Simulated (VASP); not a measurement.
Runs of VASP 6.6.1 on RbBr. The structure is that of space group Fm-3m (No. 225), or close to it. The cells are those of the table. 

```csv
task,level,potentials or basis,spin,cell,k mesh,cutoff (eV),smearing,grid for exact exchange (PRECFOCK),share of exact exchange,gap on the mesh (eV),pressure (GPa),relaxed volume (Å³/atom)
single point,PBE,"VASP PAW PBE potentials, release 64 (Rb_sv, Br)","non-collinear, zero start, SOC","a = 4.894 Å, angles 60.0°, 2 atoms",6 × 6 × 6,520,gaussian 0.01 eV,-,-,-,0.6,-
dielectric tensor,PBE,"VASP PAW PBE potentials, release 64 (Rb_sv, Br)",off,"a = 4.894 Å, angles 60.0°, 2 atoms",6 × 6 × 6,520,gaussian 0.01 eV,-,-,4.29,-,-
relaxation of cell and atoms,LDA,"VASP PAW LDA potentials, release 64 (Rb_sv, Br)",off,"relaxed from a = 4.962 Å, angles 60.0°, 2 atoms",6 × 6 × 6,600,fermi-dirac 0.02 eV,-,-,(c),0.0,(a)
relaxation of cell and atoms,PBEsol,"VASP PAW PBE potentials, release 64 (Rb_sv, Br)",off,"relaxed from a = 4.962 Å, angles 60.0°, 2 atoms",6 × 6 × 6,600,fermi-dirac 0.02 eV,-,-,4.22,0.0,40.18
single point,PBE0,"VASP PAW PBE potentials, release 64 (Rb_sv, Br)",off,"a = 4.894 Å, angles 60.0°, 2 atoms",4 × 4 × 4,520,gaussian 0.01 eV,Normal,0.25,6.17,(b),-
single point,LDA,"VASP PAW LDA potentials, release 64 (Rb_sv, Br)",off,"a = 4.894 Å, angles 60.0°, 2 atoms",6 × 6 × 6,520,gaussian 0.01 eV,-,-,3.89,-1.5,-
single point,HF,"VASP PAW PBE potentials, release 64 (Rb_sv, Br)",off,"a = 4.894 Å, angles 60.0°, 2 atoms",4 × 4 × 4,520,gaussian 0.01 eV,Normal,1,11.85,(d),-
```

Problem. Estimate the missing entries.

Solution. (a) 37.13; (b) 0.3; (c) 4.16; (d) 1.7.

Caveats: the PAW data sets were made with another functional, which shifts forces and pressure a little (at least some runs).

A k mesh can miss the band edges, and rows without SOC leave out spin-orbit coupling on Br, Rb.
